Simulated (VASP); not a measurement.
**ZrB2: single point with LDA**

ZrB2:

```
Zr B
1.0
     2.92590    0.00000    0.00000
    -1.46295    2.53390    0.00000
     0.00000    0.00000    3.67902
Zr B
1 2
Direct
  0.00000 0.00000 0.00000
  0.33333 0.66667 0.50000
  0.66667 0.33333 0.50000
```

This cell differs from its parent crystal: volume 9.092 Å^3 an atom, c/a of the conventional cell 1.2574.

| Item | Value |
| --- | --- |
| Program | VASP 6.6.1 |
| Task | single point |
| Functional | LDA |
| Potentials or basis | VASP PAW LDA potentials, release 64 (Zr_sv, B) |
| Cutoff | 520 eV |
| k mesh | 18 × 18 × 12 |
| Occupations | gaussian, width 0.15 eV |
| Spin | no spin polarisation |

The pressure is 28.8 GPa and the band gap on the k mesh is zero (band 9 reaches 12.03 eV, above the bottom of band 10 at 10.93 eV).

Stress tensor (GPa, compression positive):
```
45.68  0.00  0.00
 0.00 45.68  0.00
 0.00  0.00 -5.06
```

Levels at points of the mesh, in eV from the Fermi level:
```csv
k point,band 5,band 6,band 7,band 8,band 9,band 10,band 11,band 12,band 13,band 14
"(0.00, 0.00, 0.00)",-13.09,-3.03,-2.94,-1.76,-1.76,3.92,3.92,4.30,4.30,6.83
"(0.50, 0.00, 0.00)",-9.12,-8.15,-4.82,-2.95,-2.71,2.40,2.76,6.03,6.83,7.48
"(0.00, 0.00, 0.50)",-10.99,-7.10,-0.17,-0.17,0.15,1.03,1.03,1.83,1.83,6.87
"(0.50, 0.00, 0.50)",-9.99,-7.19,-4.32,-4.16,-1.31,2.98,5.57,5.61,6.81,7.02
```

Run time: 37 s on 1 thread of Intel(R) Xeon(R) 6975P-C (Granite Rapids) (shared host), peak memory 0.22 GiB.
